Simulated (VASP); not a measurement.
# Cr (Fd-3m) in VASP: further runs

Runs on Cr. Level: PBE. Tasks: single point.

Program: VASP 6.6.1. These are calculated values, not measurements. Logs are shortened: lines on timing, memory, paths and dates and some standing lists are left out, and cuts for length are marked.

## Step 1: The cell of the first run

It takes space group Fd-3m (No. 227, cubic). The conventional cell has a = 5.324 Å, b = 5.324 Å, c = 5.324 Å, α = 90.00°, β = 90.00°, γ = 90.00°. Cr (site symmetry -43m) has 4 Cr at 2.31 Å within 3.0 Å.

This isn't the form of Cr at room conditions, which is bcc.

## Step 2: Single point, PBE, collinear spin, antiferromagnetic start (18.86 Å³/atom)

Contents of INCAR:

```
PREC = Accurate
ENCUT = 520
EDIFF = 1E-6
ISMEAR = -1
SIGMA = 0.05
LREAL = F
LASPH = T
NELM = 150
ALGO = Normal
ISIF = 2
LWAVE = F
LCHARG = F
ISPIN = 2
MAGMOM = 2.598 -2.598
LORBIT = 11
LMAXMIX = 4
GGA = PE
NBANDS = 23
```

Contents of KPOINTS:

```
regular mesh
0
Gamma
  17 17 17
```

Contents of POSCAR:

```
Cr
1.0
    0.0000000000      2.6620387623      2.6620387623
    2.6620387623      0.0000000000      2.6620387623
    2.6620387623      2.6620387623      0.0000000000
Cr
2
Direct
    0.1250000000      0.1250000000      0.1250000000
    0.8750000000      0.8750000000      0.8750000000
```

Potentials or basis: VASP PAW PBE potentials, release 64 (Cr_pv).

The run is started by

```
$ cat potpaw_PBE.64/Cr_pv/POTCAR > POTCAR
$ mpirun -np 1 vasp_std > vasp.out
```

OUTCAR:

```text
PREC = Accurate
   ENCUT = 520
   EDIFF = 1E-6
   ISMEAR = -1
   LREAL = F
   LASPH = T
   NELM = 150
   ISIF = 2
   ISPIN = 2
   LORBIT = 11
   GGA = PE

 ion  position               nearest neighbor table
   1  0.125  0.125  0.125-   2 2.31   2 2.31   2 2.31   2 2.31
   2  0.875  0.875  0.875-   1 2.31   1 2.31   1 2.31   1 2.31

  LATTYP: Found a face centered cubic cell.
 ALAT       =     5.3240775246

  Lattice vectors:

 A1 = (   0.0000000000,   2.6620387623,   2.6620387623)
 A2 = (   2.6620387623,   0.0000000000,   2.6620387623)
 A3 = (   2.6620387623,   2.6620387623,   0.0000000000)

Analysis of symmetry for initial positions (statically):
=====================================================================
 Subroutine PRICEL returns:
 Original cell was already a primitive cell.

 Routine SETGRP: Setting up the symmetry group for a
 face centered cubic supercell.

 Subroutine GETGRP returns: Found 48 space group operations
 (whereof 12 operations were pure point group operations)
 out of a pool of 48 trial point group operations.

The static configuration has the point symmetry D_3d.
 The point group associated with its full space group is O_h .

Analysis of symmetry for dynamics (positions and initial velocities):
=====================================================================
 Subroutine PRICEL returns:
 Original cell was already a primitive cell.

 Routine SETGRP: Setting up the symmetry group for a
 face centered cubic supercell.

 Subroutine GETGRP returns: Found 48 space group operations
 (whereof 12 operations were pure point group operations)
 out of a pool of 48 trial point group operations.

The dynamic configuration has the point symmetry D_3d.
 The point group associated with its full space group is O_h .

Analysis of structural, dynamic, and magnetic symmetry:
=====================================================================
 Subroutine PRICEL returns:
 Original cell was already a primitive cell.

 Routine SETGRP: Setting up the symmetry group for a
 face centered cubic supercell.

 Subroutine GETGRP returns: Found 48 space group operations
 (whereof 12 operations were pure point group operations)
 out of a pool of 48 trial point group operations.

The overall configuration has the point symmetry D_3d.
 The point group associated with its full space group is O_h .

 Subroutine INISYM returns: Found 48 space group operations
 (whereof 12 operations are pure point group operations),
 and found     1 'primitive' translations

----------------------------------------------------------------------------------------

                                     Primitive cell

  volume of cell :      37.7288

  direct lattice vectors                    reciprocal lattice vectors
     0.000000000  2.662038762  2.662038762    -0.187825965  0.187825965  0.187825965
     2.662038762  0.000000000  2.662038762     0.187825965 -0.187825965  0.187825965
     2.662038762  2.662038762  0.000000000     0.187825965  0.187825965 -0.187825965

  length of vectors
     3.764691321  3.764691321  3.764691321     0.325324115  0.325324115  0.325324115

  position of ions in fractional coordinates (direct lattice)
     0.125000000  0.125000000  0.125000000
     0.875000000  0.875000000  0.875000000

  ion indices of the primitive-cell ions
   primitive index   ion index
                 1           1
                 2           2

----------------------------------------------------------------------------------------

 KPOINTS: regular mesh

Automatic generation of k-mesh.
 Grid dimensions read from file:
 generate k-points for:   17   17   17

 Generating k-lattice:

  Cartesian coordinates                     Fractional coordinates (reciprocal lattice)
    -0.011048586  0.011048586  0.011048586     0.058823529  0.000000000  0.000000000
     0.011048586 -0.011048586  0.011048586     0.000000000  0.058823529  0.000000000
     0.011048586  0.011048586 -0.011048586     0.000000000  0.000000000  0.058823529

  Length of vectors
     0.019136713  0.019136713  0.019136713

  Shift w.r.t. Gamma in fractional coordinates (k-lattice)
     0.000000000  0.000000000  0.000000000

 Subroutine IBZKPT returns following result:
 ===========================================

 Found    165 irreducible k-points:

 Following reciprocal coordinates:
            Coordinates               Weight
  0.000000  0.000000  0.000000      1.000000
  0.058824  0.000000  0.000000      8.000000
  0.117647  0.000000  0.000000      8.000000
  0.176471  0.000000  0.000000      8.000000
  0.235294  0.000000  0.000000      8.000000
  0.294118  0.000000  0.000000      8.000000
[... 16 lines left out ...]
 -0.176471  0.058824  0.000000     24.000000
 -0.117647  0.058824  0.000000     24.000000
 [... further k-points ...]
   k-points           NKPTS =    165   k-points in BZ     NKDIM =    165   number of bands    NBANDS=     23
   number of dos      NEDOS =    301   number of ions     NIONS =      2
   total plane-waves  NPLWV =  21952
   dimension x,y,z NGX =    28 NGY =   28 NGZ =   28
   dimension x,y,z NGXF=    56 NGYF=   56 NGZF=   56
   ions per type =               2
   NGX,Y,Z   is equivalent  to a cutoff of  12.36, 12.36, 12.36 a.u.
   NGXF,Y,Z  is equivalent  to a cutoff of  24.73, 24.73, 24.73 a.u.
 SYSTEM =  unknown system
   PREC   = accura    normal or accurate (medium, high low for compatibility)
   ISTART =      0    job   : 0-new  1-cont  2-samecut
   ICHARG =      2    charge: 1-file 2-atom 10-const
   ISPIN  =      2    spin polarized calculation?
   LNONCOLLINEAR =      F non collinear calculations
   LSORBIT =      F    spin-orbit coupling
   LASPH  =      T    aspherical Exc in radial PAW
   ENCUT  =  520.0 eV  38.22 Ry    6.18 a.u.   7.00  7.00  7.00*2*pi/ulx,y,z
   NELM   =    150;   NELMIN=  2; NELMDL= -5     # of ELM steps
   EDIFF  = 0.1E-05   stopping-criterion for ELM
   LREAL  =      F    real-space projection
   EDIFFG = 0.1E-04   stopping-criterion for IOM
   NSW    =      0    number of steps for IOM
   IBRION =     -1    ionic relax: 0-MD 1-quasi-New 2-CG
   NFREE  =      0    steps in history (QN), initial steepest desc. (CG)
   ISIF   =      2    stress and relaxation
   ISYM   =      2    0-nonsym 1-usesym 2-fastsym
   POTIM  = 0.5000    time-step for ionic-motion
   TEBEG  =    0.0;   TEEND  =   0.0 temperature during run
   PSTRESS=    0.0 pullay stress
   NELECT =      24.0000    total number of electrons
   NUPDOWN=      -1.0000    fix difference up-down
   EMIN   =  10.00;   EMAX   =-10.00  energy-range for DOS
   EFERMI =   0.00;   METHOD = LEGACY
   ISMEAR =    -1;   SIGMA  =   0.05  broadening in eV -4-tet -1-fermi 0-gaus
   EFERMI_NEDOS =   21; number of points for ismear=-14 and -15
   IALGO  =     38    algorithm
   IMIX   =      4    mixing-type and parameters
     AMIX     =   0.40;   BMIX     =  1.00
     AMIX_MAG =   1.60;   BMIX_MAG =  1.00
  volume/ion in A,a.u.               =      18.86       127.30
  Fermi-wavevector in a.u.,A,eV,Ry     =   1.407951  2.660642 26.971183  1.982326
  Thomas-Fermi vector in A             =   2.530158
   LORBIT       =     11    0 simple, 1 ext, 2 COOP (PROOUT), +10 PAW based schemes
   GGA     = PE    functional components
   LHFCALC =     F    Hartree Fock is set to
   AEXX    =    0.0000 exact exchange contribution
   IVDW    =     0    specifies the selected vdW correction
   LEPSILON=     F    determine dielectric tensor
   LRPA    =     F    only Hartree local field effects (RPA)
 spin polarized calculation
  energy-cutoff  :      520.00
  volume of cell :       37.73
 maximum number of plane-waves:      1028
   NGX = 13   NGY = 13   NGZ = 13

 number of electron      24.0000021 magnetization       0.0000000

 number of electron      24.0000021 magnetization      -0.0000000

 Free energy of the ion-electron system (eV)
  ---------------------------------------------------
  ext. energy  EPLUGINS =         0.00000000
  ---------------------------------------------------
  free energy    TOTEN  =       -15.21792697 eV

  energy without entropy =      -15.20893634  energy(sigma->0) =      -15.21343166

 E-fermi :   5.1658     XC(G=0): -10.6013

 val. band max:        5.1639438920   @ k =  -0.3529   0.4118   0.0588
 cond. band min:       5.1857563507   @ k =  -0.2941   0.4706   0.2353
 fundamental gap:      0.0218124587
 Fermi energy:         5.1658233885

 spin component 1

 k-point     1 :       0.0000    0.0000    0.0000
  band No.  band energies     occupation
      1     -38.0122      1.00000
      2     -38.0122      1.00000
      3     -38.0122      1.00000
      4     -35.2365      1.00000
      5     -35.2365      1.00000
      6     -35.2365      1.00000
[... 15 lines left out ...]
     22      17.9993      0.00000
     23      18.3894      0.00000

 k-point     2 :       0.0588    0.0000    0.0000
  band No.  band energies     occupation
      1     -38.0127      1.00000
      2     -38.0127      1.00000
      3     -38.0123      1.00000
      4     -35.2369      1.00000
      5     -35.2360      1.00000
      6     -35.2360      1.00000
[... 15 lines left out ...]
     22      17.5821      0.00000
     23      18.2304      0.00000

 k-point     3 :       0.1176    0.0000    0.0000
  band No.  band energies     occupation
      1     -38.0142      1.00000
      2     -38.0142      1.00000
      3     -38.0128      1.00000
      4     -35.2380      1.00000
      5     -35.2345      1.00000
      6     -35.2345      1.00000
[... 15 lines left out ...]
     22      17.0561      0.00000
     23      17.7506      0.00000
[... 495 lines left out ...]
 k-point    23 :      -0.1765    0.0588    0.0000
  band No.  band energies     occupation
      1     -38.0205      1.00000
      2     -38.0167      1.00000
      3     -38.0121      1.00000
      4     -35.2417      1.00000
      5     -35.2319      1.00000
      6     -35.2288      1.00000
[... 15 lines left out ...]
     22      17.1827      0.00000
     23      17.2040      0.00000

 k-point    24 :      -0.1176    0.0588    0.0000
  band No.  band energies     occupation
      1     -38.0173      1.00000
      2     -38.0145      1.00000
      3     -38.0120      1.00000
      4     -35.2397      1.00000
      5     -35.2341      1.00000
      6     -35.2318      1.00000
[... 15 lines left out ...]
     22      17.7130      0.00000
     23      17.7303      0.00000

 [... further k-points ...]

 spin component 2

 k-point     1 :       0.0000    0.0000    0.0000
  band No.  band energies     occupation
      1     -38.0122      1.00000
      2     -38.0122      1.00000
      3     -38.0122      1.00000
      4     -35.2365      1.00000
      5     -35.2365      1.00000
      6     -35.2365      1.00000
[... 15 lines left out ...]
     22      17.9993      0.00000
     23      18.3894      0.00000

 k-point     2 :       0.0588    0.0000    0.0000
  band No.  band energies     occupation
      1     -38.0127      1.00000
      2     -38.0127      1.00000
      3     -38.0123      1.00000
      4     -35.2369      1.00000
      5     -35.2360      1.00000
      6     -35.2360      1.00000
[... 15 lines left out ...]
     22      17.5821      0.00000
     23      18.2304      0.00000

 k-point     3 :       0.1176    0.0000    0.0000
  band No.  band energies     occupation
      1     -38.0142      1.00000
      2     -38.0142      1.00000
      3     -38.0128      1.00000
      4     -35.2380      1.00000
      5     -35.2345      1.00000
      6     -35.2345      1.00000
[... 15 lines left out ...]
     22      17.0561      0.00000
     23      17.7506      0.00000
[... 495 lines left out ...]
 k-point    23 :      -0.1765    0.0588    0.0000
  band No.  band energies     occupation
      1     -38.0205      1.00000
      2     -38.0167      1.00000
      3     -38.0121      1.00000
      4     -35.2417      1.00000
      5     -35.2319      1.00000
      6     -35.2288      1.00000
[... 15 lines left out ...]
     22      17.1827      0.00000
     23      17.2040      0.00000

 k-point    24 :      -0.1176    0.0588    0.0000
  band No.  band energies     occupation
      1     -38.0173      1.00000
      2     -38.0145      1.00000
      3     -38.0120      1.00000
      4     -35.2397      1.00000
      5     -35.2341      1.00000
      6     -35.2318      1.00000
[... 15 lines left out ...]
     22      17.7130      0.00000
     23      17.7303      0.00000

 [... further k-points ...]

------------------------ aborting loop because EDIFF is reached ----------------------------------------

  FORCE on cell =-STRESS in cart. coord.  units (eV):
  Direction    XX          YY          ZZ          XY          YZ          ZX
  --------------------------------------------------------------------------------------
  -------------------------------------------------------------------------------------
  Total        0.4371693      0.4371693      0.4371693      0.0000000      0.0000000      0.0000000
  in kB       18.5646639     18.5646639     18.5646639      0.0000000      0.0000000      0.0000000
  external PRESSURE =      18.5646639 kB  Pullay stress =       0.0000000 kB

 VOLUME and BASIS-vectors are now :
 -----------------------------------------------------------------------------
  energy-cutoff  :      520.00
  volume of cell :       37.73
      direct lattice vectors                 reciprocal lattice vectors
     0.000000000  2.662038762  2.662038762    -0.187825965  0.187825965  0.187825965
     2.662038762  0.000000000  2.662038762     0.187825965 -0.187825965  0.187825965
     2.662038762  2.662038762  0.000000000     0.187825965  0.187825965 -0.187825965

 POSITION                                       TOTAL-FORCE (eV/Angst)
 -----------------------------------------------------------------------------------
      0.66551      0.66551      0.66551        -0.000000     -0.000000     -0.000000
      4.65857      4.65857      4.65857         0.000000      0.000000      0.000000
 -----------------------------------------------------------------------------------
    total drift:                                0.000000      0.000000     -0.000000

  FREE ENERGIE OF THE ION-ELECTRON SYSTEM (eV)
  ---------------------------------------------------
  free  energy   TOTEN  =       -15.2179269666 eV

  energy  without entropy=      -15.2089363437  energy(sigma->0) =      -15.21343166

 total charge

# of ion       s       p       d       tot
------------------------------------------
    1        0.426   6.141   4.368  10.935
    2        0.426   6.141   4.368  10.935
--------------------------------------------------
tot          0.853  12.281   8.736  21.870

 magnetization (x)

# of ion       s       p       d       tot
------------------------------------------
    1        0.032  -0.051   2.743   2.724
    2       -0.032   0.051  -2.743  -2.724
--------------------------------------------------
tot          0.000   0.000   0.000   0.000
```

Run time: 3.7 min. Hardware: 1 thread of Intel Xeon 8259CL, shared host; peak memory 0.31 GiB.

Results:

* Free energy: -15.2179 eV
* Pressure: 1.9 GPa
* Band gap on the k mesh: zero (filled and empty bands overlap)
* Net moment: 0.00 μB per cell
* Site moments: Cr +2.72, -2.72 μB
* Valence electrons inside the program's atomic spheres: Cr 10.94

Caveat: an empty level that is flat over the whole mesh can mark a ghost state of the potentials, or a narrow d or f band; the antiferromagnetic order is the one typed at the start, and another may lie lower.

## Step 3: Single point, PBE, collinear spin, antiferromagnetic start

This run uses another cell than the first one, of 19.65 Å³/atom.

Contents of INCAR:

```
SYSTEM = Cr
PREC     = Accurate       ! precision mode
ENCUT    = 520            ! plane-wave cutoff, eV
EDIFF    = 1E-6           ! SCF threshold, eV
ISMEAR   = -1             ! smearing method
SIGMA    = 0.05           ! smearing width, eV
LREAL    = .FALSE.        ! projectors in reciprocal space
LASPH    = .TRUE.         ! aspherical terms in the spheres
NELM     = 150            ! most SCF steps
ALGO     = Normal         ! electronic algorithm
ISIF     = 2              ! what is computed and relaxed
LWAVE    = .FALSE.        ! write WAVECAR
LCHARG   = .TRUE.         ! write CHGCAR
ISPIN    = 2              ! spin polarisation
MAGMOM   = 2.599 -2.599   ! initial moments
LORBIT   = 11             ! projections on sites
LMAXMIX  = 4              ! l up to which the mixer works
GGA      = PE             ! functional
LELF     = .TRUE.         ! ELF
LVHAR    = .TRUE.       
NBANDS   = 23             ! bands
```

Contents of KPOINTS:

```
Automatic mesh
0
G
  17 17 17
  0 0 0
```

Contents of POSCAR:

```
Cr
1.0
    0.0000000000      2.6985095788      2.6985095788
    2.6985095788      0.0000000000      2.6985095788
    2.6985095788      2.6985095788      0.0000000000
Cr
2
Direct
    0.1250000000      0.1250000000      0.1250000000
    0.8750000000      0.8750000000      0.8750000000
```

Potentials or basis: VASP PAW PBE potentials, release 64 (Cr_pv).

The run is started by

```
$ cat potpaw_PBE.64/Cr_pv/POTCAR > POTCAR
$ mpirun -np 1 vasp_std > vasp.out
```

It took 3.8 min on 1 thread of Intel Xeon 8259CL, shared host; peak memory 0.32 GiB.

It converged, with:

```yaml
Free_energy: -15.2283 eV
Pressure: 0.2 GPa
Band_gap_on_the_k_mesh: zero (filled and empty bands overlap)
Net_moment: 0.00 μB per cell
Site_moments: Cr +2.85, -2.85 μB
Valence_electrons_inside_the_program's_atomic_spheres: Cr 10.89
```

Levels at points of the mesh, in eV from the Fermi level:
Spin up:
| k point | band 8 | band 9 | band 10 | band 11 | band 12 | band 13 | band 14 | band 15 | band 16 | band 17 |
| --- | --- | --- | --- | --- | --- | --- | --- | --- | --- | --- |
| (0.00, 0.00, 0.00) | -1.15 | -1.15 | -1.02 | -1.02 | -1.02 | 1.75 | 1.75 | 1.75 | 3.45 | 3.45 |
Spin down:
```
           k point  band 10  band 11  band 12  band 13  band 14  band 15
(0.00, 0.00, 0.00)    -1.02    -1.02    -1.02     1.75     1.75     1.75
```

Caveat: an empty level that is flat over the whole mesh can mark a ghost state of the potentials, or a narrow d or f band; the antiferromagnetic order is the one typed at the start, and another may lie lower.

The gap in the log of VASP goes by the Fermi energy; the results here count the filled bands.